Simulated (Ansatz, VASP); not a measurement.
# Two plane-wave programs on Al2Cu

```
Al Cu
1.0
     4.10518    0.00000    0.00000
     0.00000    4.10518    0.00000
     0.00000    0.00000    2.89131
Al Cu
2 1
Cartesian
  0.0000 0.0000 0.0000
  0.0000 2.0526 1.4457
  2.0526 0.0000 1.4457
```

Change from the starting cell: input fault: two atoms' positions swapped.

Alike in both runs: task single point; functional PBEsol; k mesh 10 × 10 × 14; occupations gaussian, width 0.1 eV; no spin polarisation.

|  | VASP | Ansatz |
| --- | --- | --- |
| version | VASP 6.6.1 | Ansatz 0.2.0 |
| potentials or method | VASP PAW PBE potentials, release 64 (Al, Cu), cutoff 520 eV | scalar-relativistic, plane waves, PAW |
| valence electrons in the cell | 17 | 25 |

|  | VASP | Ansatz | Ansatz less VASP |
| --- | --- | --- | --- |
| gap on the k mesh at the Fermi level (eV) | none | none | - |
| pressure (GPa) | 4.3 | 4.0 | -0.27 |
| traceless stress, the component that is largest in VASP (GPa) | -9.58 | -9.70 | -0.121 |

VASP's potentials were made for PBE, not for PBEsol. A gap of «none» marks a metal or a gap that the smearing closes. VASP's potentials hold 17 valence electrons a cell and Ansatz's 25, so a difference there can come from the potentials and not from the codes.
